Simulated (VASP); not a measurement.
## CoSi: single point with r2SCAN

The system is CoSi.

```
CELL_PARAMETERS angstrom
4.38316 0.00000 0.00000
0.00000 4.38316 0.00000
0.00000 0.00000 4.38316
ATOMIC_POSITIONS crystal
Co 0.14568 0.14568 0.14568
Co 0.64568 0.35432 0.85432
Co 0.85432 0.64568 0.35432
Co 0.35432 0.85432 0.64568
Si 0.84361 0.84361 0.84361
Si 0.34361 0.65639 0.15639
Si 0.15639 0.34361 0.65639
Si 0.65639 0.15639 0.34361
```

```yaml
Program: VASP 6.6.1
Task: single point
Functional: r2SCAN
Potentials_or_basis: VASP PAW PBE potentials, release 64 (Co, Si)
Cutoff: 520 eV
k_mesh: 8 × 8 × 8
Occupations: fermi-dirac, width 0.05 eV
Spin: no spin polarisation
Dipole_correction: no
Further_INCAR_settings: ALGO = Normal; EDIFF = 1e-06; NBANDS = 36
```

```json
{"Pressure": "0.1 GPa", "Largest force": "0.004 eV/Å", "Band gap on the k mesh": "zero (band 26 reaches 12.53 eV, above the bottom of band 27 at 12.32 eV)"}
```

Forces in eV/Å, atoms in the order of the input:
```
Co   0.002  0.002  0.002
Co   0.002 -0.002 -0.002
Co  -0.002  0.002 -0.002
Co  -0.002 -0.002  0.002
Si   0.002  0.002  0.002
Si   0.002 -0.002 -0.002
Si  -0.002  0.002 -0.002
Si  -0.002 -0.002  0.002
```

Levels at points of the mesh, in eV from the Fermi level:
| k point | band 23 | band 24 | band 25 | band 26 | band 27 | band 28 | band 29 | band 30 |
| --- | --- | --- | --- | --- | --- | --- | --- | --- |
| (0.00, 0.00, 0.00) | -0.91 | -0.91 | -0.04 | -0.04 | -0.04 | 2.82 | 2.82 | 2.82 |
| (0.50, 0.00, 0.00) | -0.76 | -0.76 | -0.55 | -0.55 | 1.05 | 1.05 | 1.67 | 1.67 |
| (0.50, 0.50, 0.00) | -1.15 | -1.15 | -0.08 | -0.08 | 0.64 | 0.64 | 2.25 | 2.25 |
| (0.50, 0.50, 0.50) | -1.38 | -1.38 | -0.25 | -0.25 | -0.25 | -0.25 | 6.05 | 6.05 |

Wall time 8.2 min on 1 thread of AMD EPYC 7R43 64-Core Processor (Zen 3), on a shared host, peak memory 0.25 GiB.

Caveat: the PAW data sets were made with another functional, which shifts forces and pressure a little. Spin polarisation is off, so any magnetic state and its effect on volume and gap are missing.
